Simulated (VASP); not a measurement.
# Rh (Fm-3m) in VASP: single point with PBE

Aim: the single point of Rh with PBE.

Everything below comes from runs of VASP 6.6.1. Logs are shortened: lines on timing, memory, paths and dates and some standing lists are left out, and cuts for length are marked.

**1. The cell of the first run**

The structure is cubic, space group Fm-3m (No. 225). Conventional cell: a = 3.831 Å, b = 3.831 Å, c = 3.831 Å, α = 90.00°, β = 90.00°, γ = 90.00°. Within 3.6 Å of Rh (site symmetry m-3m) lie 12 Rh at 2.71 Å.

**2. Single point, PBE, non-collinear spin, zero start, spin-orbit coupling**

Contents of POSCAR:

```
Rh
1.0
    0.0000000000      1.9152664475      1.9152664475
    1.9152664475      0.0000000000      1.9152664475
    1.9152664475      1.9152664475      0.0000000000
Rh
1
Direct
    0.0000000000      0.0000000000      0.0000000000
```

Contents of INCAR.step1:

```
SYSTEM = Rh
PREC = Accurate ; ENCUT = 520
EDIFF = 1E-6 ; ISMEAR = 0
SIGMA = 0.05 ; LREAL = .FALSE.
LASPH = .TRUE. ; NELM = 150
ALGO = Normal ; ISIF = 2
LWAVE = .FALSE. ; LCHARG = .TRUE.
MAGMOM = 0 0 0 ; LSORBIT = .TRUE.
GGA_COMPAT = .FALSE. ; LORBMOM = .TRUE.
LMAXMIX = 4 ; GGA = PE
NBANDS = 26
```

Contents of KPOINTS.step1:

```
Automatic mesh
0
G
  18 18 18
  0 0 0
```

Contents of INCAR.step2:

```
SYSTEM = Rh
PREC = Accurate ; ENCUT = 520
EDIFF = 1E-6 ; ISMEAR = -5
SIGMA = 0.05 ; LREAL = .FALSE.
LASPH = .TRUE. ; NELM = 150
ALGO = Normal ; ISIF = 2
LWAVE = .FALSE. ; LCHARG = .FALSE.
MAGMOM = 0 0 0 ; LORBIT = 11
LSORBIT = .TRUE. ; GGA_COMPAT = .FALSE.
LORBMOM = .TRUE. ; LMAXMIX = 4
GGA = PE ; NEDOS = 1001
ICHARG = 11
```

Contents of KPOINTS.step2:

```
Automatic mesh
0
G
  27 27 27
  0 0 0
```

Potentials or basis: VASP PAW PBE potentials, release 64 (Rh_pv).

On the command line:

```
$ cat potpaw_PBE.64/Rh_pv/POTCAR > POTCAR
$ cp INCAR.step1 INCAR
$ cp KPOINTS.step1 KPOINTS
$ mpirun -np 1 vasp_ncl > vasp.out
$ cp INCAR.step2 INCAR
$ cp KPOINTS.step2 KPOINTS
$ mpirun -np 1 vasp_ncl > vasp.out
```

OUTCAR:

```text
SYSTEM = Rh
   PREC = Accurate
   ENCUT = 520
   EDIFF = 1E-6
   ISMEAR = -5
   LREAL = .FALSE.
   LASPH = .TRUE.
   NELM = 150
   ISIF = 2
   LORBIT = 11
   LSORBIT = .TRUE.
   GGA = PE
   ICHARG = 11

 ion  position               nearest neighbor table
   1  0.000  0.000  0.000-

  LATTYP: Found a face centered cubic cell.
 ALAT       =     3.8305328950

  Lattice vectors:

 A1 = (   0.0000000000,   1.9152664475,   1.9152664475)
 A2 = (   1.9152664475,   0.0000000000,   1.9152664475)
 A3 = (   1.9152664475,   1.9152664475,   0.0000000000)

Analysis of symmetry for initial positions (statically):
=====================================================================
 Subroutine PRICEL returns:
 Original cell was already a primitive cell.

 Routine SETGRP: Setting up the symmetry group for a
 face centered cubic supercell.

 Subroutine GETGRP returns: Found 48 space group operations
 (whereof 48 operations were pure point group operations)
 out of a pool of 48 trial point group operations.

The static configuration has the point symmetry O_h .

Analysis of symmetry for dynamics (positions and initial velocities):
=====================================================================
 Subroutine PRICEL returns:
 Original cell was already a primitive cell.

 Routine SETGRP: Setting up the symmetry group for a
 face centered cubic supercell.

 Subroutine GETGRP returns: Found 48 space group operations
 (whereof 48 operations were pure point group operations)
 out of a pool of 48 trial point group operations.

The dynamic configuration has the point symmetry O_h .

Analysis of structural, dynamic, and magnetic symmetry:
=====================================================================
 Subroutine PRICEL returns:
 Original cell was already a primitive cell.

 Routine SETGRP: Setting up the symmetry group for a
 face centered cubic supercell.

 Subroutine GETGRP returns: Found 48 space group operations
 (whereof 48 operations were pure point group operations)
 out of a pool of 48 trial point group operations.

The overall configuration has the point symmetry O_h .

 Subroutine INISYM returns: Found 48 space group operations
 (whereof 48 operations are pure point group operations),
 and found     1 'primitive' translations

----------------------------------------------------------------------------------------

                                     Primitive cell

  volume of cell :      14.0513

  direct lattice vectors                    reciprocal lattice vectors
     0.000000000  1.915266448  1.915266448    -0.261060283  0.261060283  0.261060283
     1.915266448  0.000000000  1.915266448     0.261060283 -0.261060283  0.261060283
     1.915266448  1.915266448  0.000000000     0.261060283  0.261060283 -0.261060283

  length of vectors
     2.708595786  2.708595786  2.708595786     0.452169673  0.452169673  0.452169673

  position of ions in fractional coordinates (direct lattice)
     0.000000000  0.000000000  0.000000000

  ion indices of the primitive-cell ions
   primitive index   ion index
                 1           1

----------------------------------------------------------------------------------------

 KPOINTS: Automatic mesh

Automatic generation of k-mesh.
 Grid dimensions read from file:
 generate k-points for:   27   27   27

 Generating k-lattice:

  Cartesian coordinates                     Fractional coordinates (reciprocal lattice)
    -0.009668899  0.009668899  0.009668899     0.037037037  0.000000000  0.000000000
     0.009668899 -0.009668899  0.009668899     0.000000000  0.037037037  0.000000000
     0.009668899  0.009668899 -0.009668899     0.000000000  0.000000000  0.037037037

  Length of vectors
     0.016747025  0.016747025  0.016747025

  Shift w.r.t. Gamma in fractional coordinates (k-lattice)
     0.000000000  0.000000000  0.000000000

 TETIRR: Found   2653 inequivalent tetrahedra from   118098

 Subroutine IBZKPT returns following result:
 ===========================================

 Found    560 irreducible k-points:

 Following reciprocal coordinates:
            Coordinates               Weight
  0.000000  0.000000  0.000000      1.000000
  0.037037  0.000000  0.000000      8.000000
  0.074074  0.000000  0.000000      8.000000
  0.111111  0.000000  0.000000      8.000000
  0.148148  0.000000  0.000000      8.000000
  0.185185  0.000000  0.000000      8.000000
[... 16 lines left out ...]
  0.333333  0.037037  0.000000     24.000000
  0.370370  0.037037  0.000000     24.000000
 [... further k-points ...]
   k-points           NKPTS =    560   k-points in BZ     NKDIM =    560   number of bands    NBANDS=     22
   number of dos      NEDOS =   1001   number of ions     NIONS =      1
   total plane-waves  NPLWV =   8000
   dimension x,y,z NGX =    20 NGY =   20 NGZ =   20
   dimension x,y,z NGXF=    40 NGYF=   40 NGZF=   40
   ions per type =               1
   NGX,Y,Z   is equivalent  to a cutoff of  12.28, 12.28, 12.28 a.u.
   NGXF,Y,Z  is equivalent  to a cutoff of  24.55, 24.55, 24.55 a.u.
 SYSTEM =  Rh
   PREC   = accura    normal or accurate (medium, high low for compatibility)
   ISTART =      0    job   : 0-new  1-cont  2-samecut
   ICHARG =     11    charge: 1-file 2-atom 10-const
   ISPIN  =      1    spin polarized calculation?
   LNONCOLLINEAR =      T non collinear calculations
   LSORBIT =      T    spin-orbit coupling
   LASPH  =      T    aspherical Exc in radial PAW
   ENCUT  =  520.0 eV  38.22 Ry    6.18 a.u.   5.04  5.04  5.04*2*pi/ulx,y,z
   NELM   =    150;   NELMIN=  2; NELMDL=  0     # of ELM steps
   EDIFF  = 0.1E-05   stopping-criterion for ELM
   LREAL  =      F    real-space projection
[... 7 lines left out ...]
   TEBEG  =    0.0;   TEEND  =   0.0 temperature during run
   PSTRESS=    0.0 pullay stress
   NELECT =      15.0000    total number of electrons
   NUPDOWN=      -1.0000    fix difference up-down
   EMIN   =  10.00;   EMAX   =-10.00  energy-range for DOS
   EFERMI =   0.00;   METHOD = LEGACY
   ISMEAR =    -5;   SIGMA  =   0.05  broadening in eV -4-tet -1-fermi 0-gaus
   EFERMI_NEDOS =   21; number of points for ismear=-14 and -15
   IALGO  =     38    algorithm
   IMIX   =      4    mixing-type and parameters
     AMIX     =   0.40;   BMIX     =  1.00
     AMIX_MAG =   1.60;   BMIX_MAG =  1.00
  volume/ion in A,a.u.               =      14.05        94.82
  Fermi-wavevector in a.u.,A,eV,Ry     =   1.673142  3.161779 38.088191  2.799403
  Thomas-Fermi vector in A             =   2.758165
   LORBIT       =     11    0 simple, 1 ext, 2 COOP (PROOUT), +10 PAW based schemes
   GGA     = PE    functional components
   LHFCALC =     F    Hartree Fock is set to
   AEXX    =    0.0000 exact exchange contribution
   IVDW    =     0    specifies the selected vdW correction
   LEPSILON=     F    determine dielectric tensor
   LRPA    =     F    only Hartree local field effects (RPA)
 Fermi weights with tetrahedron method with Bloechl corrections
  energy-cutoff  :      520.00
  volume of cell :       14.05
 maximum number of plane-waves:       776

 number of electron      15.0000003 magnetization       0.0000000     -0.0000000      0.0000000

 Free energy of the ion-electron system (eV)
  ---------------------------------------------------
  ext. energy  EPLUGINS =         0.00000000
  ---------------------------------------------------
  free energy    TOTEN  =        -7.41426875 eV

  energy without entropy =       -7.41426875  energy(sigma->0) =       -7.41426875

 E-fermi :  11.5087     XC(G=0): -13.8919

 val. band max:       11.5536764799   @ k =   0.4815   0.4074   0.0000
 cond. band min:      11.4634498024   @ k =   0.3333   0.0741   0.0000
 fundamental gap:     -0.0902266775
 Fermi energy:        11.5087041969

 k-point     1 :       0.0000    0.0000    0.0000
  band No.  band energies     occupation
      1     -37.4241      1.00000
      2     -37.4241      1.00000
      3     -33.5746      1.00000
      4     -33.5746      1.00000
      5     -33.5746      1.00000
      6     -33.5746      1.00000
[... 14 lines left out ...]
     21      32.0944      0.00000
     22      32.1075      0.00000

 k-point     2 :       0.0370    0.0000    0.0000
  band No.  band energies     occupation
      1     -37.4274      1.00000
      2     -37.4274      1.00000
      3     -33.5820      1.00000
      4     -33.5820      1.00000
      5     -33.5760      1.00000
      6     -33.5760      1.00000
[... 14 lines left out ...]
     21      32.0944      0.00000
     22      32.1392      0.00000

 k-point     3 :       0.0741    0.0000    0.0000
  band No.  band energies     occupation
      1     -37.4373      1.00000
      2     -37.4373      1.00000
      3     -33.6037      1.00000
      4     -33.6037      1.00000
      5     -33.5801      1.00000
      6     -33.5801      1.00000
[... 14 lines left out ...]
     21      31.7044      0.00000
     22      31.7134      0.00000
[... 476 lines left out ...]
 k-point    23 :       0.3333    0.0370    0.0000
  band No.  band energies     occupation
      1     -37.6095      1.00000
      2     -37.6095      1.00000
      3     -33.9481      1.00000
      4     -33.9481      1.00000
      5     -33.6522      1.00000
      6     -33.6522      1.00000
[... 14 lines left out ...]
     21      28.3657      0.00000
     22      28.3657      0.00000

 k-point    24 :       0.3704    0.0370    0.0000
  band No.  band energies     occupation
      1     -37.6355      1.00000
      2     -37.6355      1.00000
      3     -33.9958      1.00000
      4     -33.9958      1.00000
      5     -33.6623      1.00000
      6     -33.6623      1.00000
[... 14 lines left out ...]
     21      27.9299      0.00000
     22      27.9299      0.00000

 [... further k-points ...]

------------------------ aborting loop because EDIFF is reached ----------------------------------------

  FORCE on cell =-STRESS in cart. coord.  units (eV):
  Direction    XX          YY          ZZ          XY          YZ          ZX
  --------------------------------------------------------------------------------------
  -------------------------------------------------------------------------------------
  Total        0.0218146      0.0218146      0.0218146      0.0000000      0.0000000      0.0000000
  in kB        2.4873735      2.4873735      2.4873735      0.0000000      0.0000000      0.0000000
  external PRESSURE =       2.4873735 kB  Pullay stress =       0.0000000 kB

 VOLUME and BASIS-vectors are now :
 -----------------------------------------------------------------------------
  energy-cutoff  :      520.00
  volume of cell :       14.05
      direct lattice vectors                 reciprocal lattice vectors
     0.000000000  1.915266448  1.915266448    -0.261060283  0.261060283  0.261060283
     1.915266448  0.000000000  1.915266448     0.261060283 -0.261060283  0.261060283
     1.915266448  1.915266448  0.000000000     0.261060283  0.261060283 -0.261060283

 POSITION                                       TOTAL-FORCE (eV/Angst)
 -----------------------------------------------------------------------------------
      0.00000      0.00000      0.00000        -0.000000     -0.000000     -0.000000
 -----------------------------------------------------------------------------------
    total drift:                                0.000000      0.000000      0.000000

  FREE ENERGIE OF THE ION-ELECTRON SYSTEM (eV)
  ---------------------------------------------------
  free  energy   TOTEN  =        -7.4142687486 eV

  energy  without entropy=       -7.4142687486  energy(sigma->0) =       -7.41426875

 orbital moment (x)

 # of ion     p       d       tot
 ----------------------------------------
  1         0.000   0.000   0.000
 ----------------------------------------
            0.000   0.000   0.000

 orbital moment (y)

 # of ion     p       d       tot
 ----------------------------------------
  1         0.000  -0.000  -0.000
 ----------------------------------------
            0.000  -0.000  -0.000

 orbital moment (z)

 # of ion     p       d       tot
 ----------------------------------------
  1         0.000   0.000   0.000
 ----------------------------------------
            0.000   0.000   0.000

 Spin-Orbit-Coupling matrix elements

 Ion:    1  E_soc:     -0.3110508
 l=   1
     0.0000000    -0.0412992    -0.0412992
    -0.0412992     0.0000000    -0.0412992
    -0.0412992    -0.0412992     0.0000000
 l=   2
     0.0000000    -0.0018276     0.0000000    -0.0018276    -0.0087150
    -0.0018276     0.0000000    -0.0065362    -0.0018276    -0.0021787
     0.0000000    -0.0065362     0.0000000    -0.0065362     0.0000000
    -0.0018276    -0.0018276    -0.0065362     0.0000000    -0.0021787
    -0.0087150    -0.0021787     0.0000000    -0.0021787     0.0000000
 l=   3
     0.0000000     0.0000000     0.0000000     0.0000000     0.0000000     0.0000000     0.0000000
     0.0000000     0.0000000     0.0000000     0.0000000     0.0000000     0.0000000     0.0000000
     0.0000000     0.0000000     0.0000000     0.0000000     0.0000000     0.0000000     0.0000000
     0.0000000     0.0000000     0.0000000     0.0000000     0.0000000     0.0000000     0.0000000
     0.0000000     0.0000000     0.0000000     0.0000000     0.0000000     0.0000000     0.0000000
     0.0000000     0.0000000     0.0000000     0.0000000     0.0000000     0.0000000     0.0000000
     0.0000000     0.0000000     0.0000000     0.0000000     0.0000000     0.0000000     0.0000000

 total charge

# of ion       s       p       d       tot
------------------------------------------
    1        0.404   6.290   7.057  13.751

 magnetization (x)

# of ion       s       p       d       tot
------------------------------------------
    1        0.000   0.000   0.000   0.000

 magnetization (y)

# of ion       s       p       d       tot
------------------------------------------
    1       -0.000   0.000  -0.000  -0.000

 magnetization (z)

# of ion       s       p       d       tot
------------------------------------------
    1       -0.000   0.000  -0.000  -0.000
```

Run time: 2 min. Hardware: 1 thread of Intel Xeon 6975P-C (Granite Rapids), shared host; peak memory 0.34 GiB.

Results:

```yaml
Net_moment: 0.00 μB per cell
Valence_electrons_inside_the_program's_atomic_spheres: Rh 13.75
```

Moments on the atoms (μB; x, y, z):
```
Rh  0.00 0.00 0.00
```
